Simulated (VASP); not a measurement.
# Re (Pm-3m) in VASP: a series of runs

The runs below take Re through single point, with PBEsol.

All numbers are computed with VASP 6.6.1; they aren't measurements. Logs are shortened: lines on timing, memory, paths and dates and some standing lists are left out, and cuts for length are marked.

### 1 The cell of the first run

It takes space group Pm-3m (No. 221, cubic). The conventional cell has a = 2.411 Å, b = 2.411 Å, c = 2.411 Å, α = 90.00°, β = 90.00°, γ = 90.00°. Re (site symmetry m-3m) has 6 Re at 2.41 Å within 3.2 Å.

### 2 Single point, PBEsol

INCAR

```
PREC     = Accurate       # precision mode
ENCUT    = 520            # plane-wave cutoff, eV
EDIFF    = 1E-6           # SCF threshold, eV
ISMEAR   = -1             # smearing method
SIGMA    = 0.1            # smearing width, eV
LREAL    = F              # projectors in reciprocal space
LASPH    = T              # aspherical terms in the spheres
NELM     = 100            # most SCF steps
ALGO     = Normal         # electronic algorithm
ISIF     = 2              # what is computed and relaxed
LWAVE    = F              # write WAVECAR
LCHARG   = F              # write CHGCAR
GGA      = PS             # functional
NBANDS   = 10             # bands
```

KPOINTS

```
regular mesh
0
Gamma
  16 16 16
```

POSCAR

```
Re
1.0
    2.4105623406      0.0000000000      0.0000000000
    0.0000000000      2.4105623406      0.0000000000
    0.0000000000      0.0000000000      2.4105623406
Re
1
Direct
    0.0000000000      0.0000000000      0.0000000000
```

Potentials or basis: VASP PAW PBE potentials, release 64 (Re).

Command:

```bash
$ cat potpaw_PBE.64/Re/POTCAR > POTCAR
$ mpirun -np 1 vasp_std > vasp.out
```

OUTCAR:

```text
PREC = Accurate
   ENCUT = 520
   EDIFF = 1E-6
   ISMEAR = -1
   LREAL = F
   LASPH = T
   NELM = 100
   ISIF = 2
   GGA = PS

 ion  position               nearest neighbor table
   1  0.000  0.000  0.000-

  LATTYP: Found a simple cubic cell.
 ALAT       =     2.4105623406

  Lattice vectors:

 A1 = (   2.4105623406,   0.0000000000,   0.0000000000)
 A2 = (   0.0000000000,   2.4105623406,   0.0000000000)
 A3 = (   0.0000000000,   0.0000000000,   2.4105623406)

Analysis of symmetry for initial positions (statically):
=====================================================================
 Subroutine PRICEL returns:
 Original cell was already a primitive cell.

 Routine SETGRP: Setting up the symmetry group for a
 simple cubic supercell.

 Subroutine GETGRP returns: Found 48 space group operations
 (whereof 48 operations were pure point group operations)
 out of a pool of 48 trial point group operations.

The static configuration has the point symmetry O_h .

Analysis of symmetry for dynamics (positions and initial velocities):
=====================================================================
 Subroutine PRICEL returns:
 Original cell was already a primitive cell.

 Routine SETGRP: Setting up the symmetry group for a
 simple cubic supercell.

 Subroutine GETGRP returns: Found 48 space group operations
 (whereof 48 operations were pure point group operations)
 out of a pool of 48 trial point group operations.

The dynamic configuration has the point symmetry O_h .

 Subroutine INISYM returns: Found 48 space group operations
 (whereof 48 operations are pure point group operations),
 and found     1 'primitive' translations

----------------------------------------------------------------------------------------

                                     Primitive cell

  volume of cell :      14.0073

  direct lattice vectors                    reciprocal lattice vectors
     2.410562341  0.000000000  0.000000000     0.414840962  0.000000000  0.000000000
     0.000000000  2.410562341  0.000000000     0.000000000  0.414840962  0.000000000
     0.000000000  0.000000000  2.410562341     0.000000000  0.000000000  0.414840962

  length of vectors
     2.410562341  2.410562341  2.410562341     0.414840962  0.414840962  0.414840962

  position of ions in fractional coordinates (direct lattice)
     0.000000000  0.000000000  0.000000000

  ion indices of the primitive-cell ions
   primitive index   ion index
                 1           1

----------------------------------------------------------------------------------------

 KPOINTS: regular mesh

Automatic generation of k-mesh.
 Grid dimensions read from file:
 generate k-points for:   16   16   16

 Generating k-lattice:

  Cartesian coordinates                     Fractional coordinates (reciprocal lattice)
     0.025927560  0.000000000  0.000000000     0.062500000  0.000000000  0.000000000
     0.000000000  0.025927560  0.000000000     0.000000000  0.062500000  0.000000000
     0.000000000  0.000000000  0.025927560     0.000000000  0.000000000  0.062500000

  Length of vectors
     0.025927560  0.025927560  0.025927560

  Shift w.r.t. Gamma in fractional coordinates (k-lattice)
     0.000000000  0.000000000  0.000000000

 Subroutine IBZKPT returns following result:
 ===========================================

 Found    165 irreducible k-points:

 Following reciprocal coordinates:
            Coordinates               Weight
  0.000000  0.000000  0.000000      1.000000
  0.062500  0.000000  0.000000      6.000000
  0.125000  0.000000  0.000000      6.000000
  0.187500  0.000000  0.000000      6.000000
  0.250000  0.000000  0.000000      6.000000
  0.312500  0.000000  0.000000      6.000000
[... 16 lines left out ...]
  0.437500  0.125000  0.000000     24.000000
  0.500000  0.125000  0.000000     12.000000
 [... further k-points ...]
   k-points           NKPTS =    165   k-points in BZ     NKDIM =    165   number of bands    NBANDS=     10
   number of dos      NEDOS =    301   number of ions     NIONS =      1
   total plane-waves  NPLWV =   5832
   dimension x,y,z NGX =    18 NGY =   18 NGZ =   18
   dimension x,y,z NGXF=    36 NGYF=   36 NGZF=   36
   ions per type =               1
   NGX,Y,Z   is equivalent  to a cutoff of  12.41, 12.41, 12.41 a.u.
   NGXF,Y,Z  is equivalent  to a cutoff of  24.83, 24.83, 24.83 a.u.
 SYSTEM =  unknown system
   PREC   = accura    normal or accurate (medium, high low for compatibility)
   ISTART =      0    job   : 0-new  1-cont  2-samecut
   ICHARG =      2    charge: 1-file 2-atom 10-const
   ISPIN  =      1    spin polarized calculation?
   LNONCOLLINEAR =      F non collinear calculations
   LSORBIT =      F    spin-orbit coupling
   LASPH  =      T    aspherical Exc in radial PAW
   ENCUT  =  520.0 eV  38.22 Ry    6.18 a.u.   4.48  4.48  4.48*2*pi/ulx,y,z
   NELM   =    100;   NELMIN=  2; NELMDL= -5     # of ELM steps
   EDIFF  = 0.1E-05   stopping-criterion for ELM
   LREAL  =      F    real-space projection
   EDIFFG = 0.1E-04   stopping-criterion for IOM
   NSW    =      0    number of steps for IOM
   IBRION =     -1    ionic relax: 0-MD 1-quasi-New 2-CG
   NFREE  =      0    steps in history (QN), initial steepest desc. (CG)
   ISIF   =      2    stress and relaxation
   ISYM   =      2    0-nonsym 1-usesym 2-fastsym
   POTIM  = 0.5000    time-step for ionic-motion
   TEBEG  =    0.0;   TEEND  =   0.0 temperature during run
   PSTRESS=    0.0 pullay stress
   NELECT =       7.0000    total number of electrons
   NUPDOWN=      -1.0000    fix difference up-down
   EMIN   =  10.00;   EMAX   =-10.00  energy-range for DOS
   EFERMI =   0.00;   METHOD = LEGACY
   ISMEAR =    -1;   SIGMA  =   0.10  broadening in eV -4-tet -1-fermi 0-gaus
   EFERMI_NEDOS =   21; number of points for ismear=-14 and -15
   IALGO  =     38    algorithm
   IMIX   =      4    mixing-type and parameters
     AMIX     =   0.40;   BMIX     =  1.00
     AMIX_MAG =   1.60;   BMIX_MAG =  1.00
  volume/ion in A,a.u.               =      14.01        94.53
  Fermi-wavevector in a.u.,A,eV,Ry     =   1.299140  2.455018 22.963418  1.687764
  Thomas-Fermi vector in A             =   2.430423
   LORBIT       =      0    0 simple, 1 ext, 2 COOP (PROOUT), +10 PAW based schemes
   GGA     = PS    functional components
   LHFCALC =     F    Hartree Fock is set to
   AEXX    =    0.0000 exact exchange contribution
   IVDW    =     0    specifies the selected vdW correction
   LEPSILON=     F    determine dielectric tensor
   LRPA    =     F    only Hartree local field effects (RPA)
 non-spin polarized calculation
  energy-cutoff  :      520.00
  volume of cell :       14.01
 maximum number of plane-waves:       389
 NGX is ok and might be reduce to    18
   NGX =  9   NGY =  9   NGZ =  9

 number of electron       6.9999998 magnetization

 Free energy of the ion-electron system (eV)
  ---------------------------------------------------
  ext. energy  EPLUGINS =         0.00000000
  ---------------------------------------------------
  free energy    TOTEN  =       -11.45244681 eV

  energy without entropy =      -11.41455116  energy(sigma->0) =      -11.43349898

 E-fermi :   9.0282     XC(G=0): -13.9327

 val. band max:        9.0240082324   @ k =   0.3750   0.3125   0.0625
 cond. band min:       9.0290616928   @ k =   0.5000   0.4375   0.0625
 fundamental gap:      0.0050534604
 Fermi energy:         9.0282127502

 k-point     1 :       0.0000    0.0000    0.0000
  band No.  band energies     occupation
      1      -1.6571      2.00000
      2       2.0998      2.00000
      3       2.0998      2.00000
      4      13.7132      0.00000
      5      13.7132      0.00000
      6      13.7132      0.00000
      7      26.0948      0.00000
      8      26.0948      0.00000
      9      26.0948      0.00000
     10      33.0902      0.00000

 k-point     2 :       0.0625    0.0000    0.0000
  band No.  band energies     occupation
      1      -1.4958      2.00000
      2       2.1412      2.00000
      3       2.2930      2.00000
      4      13.4283      0.00000
      5      13.4283      0.00000
      6      13.7332      0.00000
      7      25.2387      0.00000
      8      26.4541      0.00000
      9      26.4541      0.00000
     10      34.2204      0.00000

 k-point     3 :       0.1250    0.0000    0.0000
  band No.  band energies     occupation
      1      -1.0561      2.00000
      2       2.2610      2.00000
      3       2.8789      2.00000
      4      12.6917      0.00000
      5      12.6917      0.00000
      6      13.7906      0.00000
      7      23.4845      0.00000
      8      27.4027      0.00000
      9      27.4027      0.00000
     10      32.1615      0.00000

 k-point     4 :       0.1875    0.0000    0.0000
  band No.  band energies     occupation
      1      -0.4413      2.00000
      2       2.4458      2.00000
      3       3.8439      2.00000
      4      11.7394      0.00000
      5      11.7394      0.00000
      6      13.8775      0.00000
      7      21.6716      0.00000
      8      28.6795      0.00000
      9      28.6795      0.00000
     10      30.0141      0.00000

 k-point     5 :       0.2500    0.0000    0.0000
  band No.  band energies     occupation
      1       0.2481      2.00000
      2       2.6732      2.00000
      3       5.0755      2.00000
      4      10.7719      0.00000
      5      10.7719      0.00000
      6      13.9816      0.00000
      7      20.1742      0.00000
      8      28.1392      0.00000
      9      30.0610      0.00000
     10      30.0610      0.00000

 k-point     6 :       0.3125    0.0000    0.0000
  band No.  band energies     occupation
      1       0.9431      2.00000
      2       2.9119      2.00000
      3       6.3138      2.00000
      4       9.9209      0.00027
      5       9.9209      0.00027
      6      14.0876      0.00000
      7      19.2580      0.00000
      8      26.6020      0.00000
      9      31.4036      0.00000
     10      31.4036      0.00000
[... 183 lines left out ...]
 k-point    21 :       0.3125    0.1250    0.0000
  band No.  band energies     occupation
      1       1.5072      2.00000
      2       3.5566      2.00000
      3       6.0256      2.00000
      4       9.5147      0.01531
      5      10.0415      0.00008
      6      13.1885      0.00000
      7      20.0803      0.00000
      8      27.1868      0.00000
      9      28.4628      0.00000
     10      32.8997      0.00000

 k-point    22 :       0.3750    0.1250    0.0000
  band No.  band energies     occupation
      1       2.1292      2.00000
      2       3.8173      2.00000
      3       6.0056      2.00000
      4       9.3969      0.04887
      5       9.9995      0.00012
      6      13.2965      0.00000
      7      19.5866      0.00000
      8      26.4824      0.00000
      9      29.0452      0.00000
     10      34.2005      0.00000

 k-point    23 :       0.4375    0.1250    0.0000
  band No.  band energies     occupation
      1       2.6074      2.00000
      2       4.0564      2.00000
      3       5.6141      2.00000
      4       8.9925      1.17687
      5      10.5521      0.00000
      6      13.3704      0.00000
      7      19.7036      0.00000
      8      25.8668      0.00000
      9      29.8495      0.00000
     10      32.6875      0.00000

 k-point    24 :       0.5000    0.1250    0.0000
  band No.  band energies     occupation
      1       2.7946      2.00000
      2       4.1843      2.00000
      3       5.3893      2.00000
      4       8.8548      1.69981
      5      10.7464      0.00000
      6      13.3966      0.00000
      7      19.8922      0.00000
      8      25.6445      0.00000
      9      30.6390      0.00000
     10      31.2054      0.00000

 [... further k-points ...]
[... 5 lines left out ...]
  --------------------------------------------------------------------------------------
  -------------------------------------------------------------------------------------
  Total        6.0611909      6.0611909      6.0611909      0.0000000      0.0000000     -0.0000000
  in kB      693.2876159    693.2876159    693.2876159      0.0000000      0.0000000     -0.0000000
  external PRESSURE =     693.2876159 kB  Pullay stress =       0.0000000 kB

 VOLUME and BASIS-vectors are now :
 -----------------------------------------------------------------------------
  energy-cutoff  :      520.00
  volume of cell :       14.01
      direct lattice vectors                 reciprocal lattice vectors
     2.410562341  0.000000000  0.000000000     0.414840962  0.000000000  0.000000000
     0.000000000  2.410562341  0.000000000     0.000000000  0.414840962  0.000000000
     0.000000000  0.000000000  2.410562341     0.000000000  0.000000000  0.414840962

 POSITION                                       TOTAL-FORCE (eV/Angst)
 -----------------------------------------------------------------------------------
      0.00000      0.00000      0.00000         0.000000      0.000000      0.000000
 -----------------------------------------------------------------------------------
    total drift:                               -0.000000      0.000000      0.000000

  FREE ENERGIE OF THE ION-ELECTRON SYSTEM (eV)
  ---------------------------------------------------
  free  energy   TOTEN  =       -11.4524468105 eV

  energy  without entropy=      -11.4145511555  energy(sigma->0) =      -11.43349898
```

Run time: 13 s. Hardware: 1 thread of Intel Xeon 6975P-C, shared host; peak memory 0.14 GiB.

Results:

```
Free energy : -11.4524 eV
Pressure    : 69.3 GPa
```

Caveat: the PAW data sets were made with another functional, which shifts forces and pressure a little; spin-orbit coupling is left out, which moves the levels of the heavy elements.

### 3 Single point, PBEsol

INCAR

```
PREC = Accurate
ENCUT = 520
EDIFF = 1E-7
ISMEAR = -1
SIGMA = 0.1
LREAL = F
LASPH = T
NELM = 60
ALGO = Normal
ISIF = 2
LWAVE = F
LCHARG = F
GGA = PS
NBANDS = 10
```

KPOINTS is that of step 2.

POSCAR

```
Re
1.0
    2.4102665348      0.0000000000      0.0000000000
    0.0000000000      2.4102665348      0.0000000000
    0.0000000000      0.0000000000      2.4102665348
Re
1
Direct
    0.0000000000      0.0000000000      0.0000000000
```

Potentials or basis: VASP PAW PBE potentials, release 64 (Re).

Command:

```bash
$ cat potpaw_PBE.64/Re/POTCAR > POTCAR
$ mpirun -np 1 vasp_std > vasp.out
```

Wall time 12 s (1 thread of Intel Xeon 6975P-C, shared host); peak memory 0.14 GiB.

The run converged. Its results:

| Property | Result |
| --- | --- |
| Free energy | -11.4502 eV |
| Pressure | 69.5 GPa |

Levels at points of the mesh, in eV from the Fermi level:
```csv
k point,band 1,band 2,band 3,band 4,band 5,band 6,band 7,band 8
"(0.00, 0.00, 0.00)",-10.69,-6.93,-6.93,4.69,4.69,4.69,17.07,17.07
"(0.50, 0.00, 0.00)",-6.81,-5.71,-1.27,-0.31,-0.31,5.24,10.92,15.48
"(0.50, 0.50, 0.00)",-8.47,-4.67,0.70,0.70,5.59,5.59,8.24,16.79
"(0.50, 0.50, 0.50)",-6.42,-6.42,-6.42,7.14,8.63,8.63,14.48,14.48
```

Caveat: the PAW data sets were made with another functional, which shifts forces and pressure a little; spin-orbit coupling is left out, which moves the levels of the heavy elements.
